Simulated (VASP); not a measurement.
Runs of VASP 6.6.1 on Pt. The structure is that of space group Fm-3m (No. 225), or close to it. The cells are those of the table. 

| cell | gap on the mesh (eV) | pressure (GPa) |
| --- | --- | --- |
| a = 2.819 Å, angles 60.0°, 1 atom | none | -17.5 |
| a = 2.677 Å, angles 60.0°, 1 atom | none | 33.2 |
| a = 2.863 Å, angles 60.0°, 1 atom | none | -25.9 |
| a = 2.841 Å, angles 60.0°, 1 atom | none | (c) |
| a = 2.796 Å, angles 60.0°, 1 atom | none | -12.1 |
| a = 2.750 Å, angles 60.0°, 1 atom | none | (b) |
| a = 2.726 Å, angles 60.0°, 1 atom | none | (a) |
| a = 2.773 Å, angles 60.0°, 1 atom | none | -5.7 |
| a = 2.702 Å, angles 60.0°, 1 atom | none | 21.0 |

Alike in all rows: task single point; level LDA; potentials or basis VASP PAW LDA potentials, release 64 (Pt); no spin polarisation; k mesh 13 × 13 × 13; cutoff (eV) 520; smearing methfessel-paxton 0.1 eV.

Fill in the values left out.

(a) 10.6; (b) 1.8; (c) -22.1.

Caveats: spin-orbit coupling is left out, which moves the levels of the heavy elements.

A k mesh can miss the band edges, and the runs leave out spin-orbit coupling on Pt.

A gap of «none» marks levels without a gap at the run's occupations.
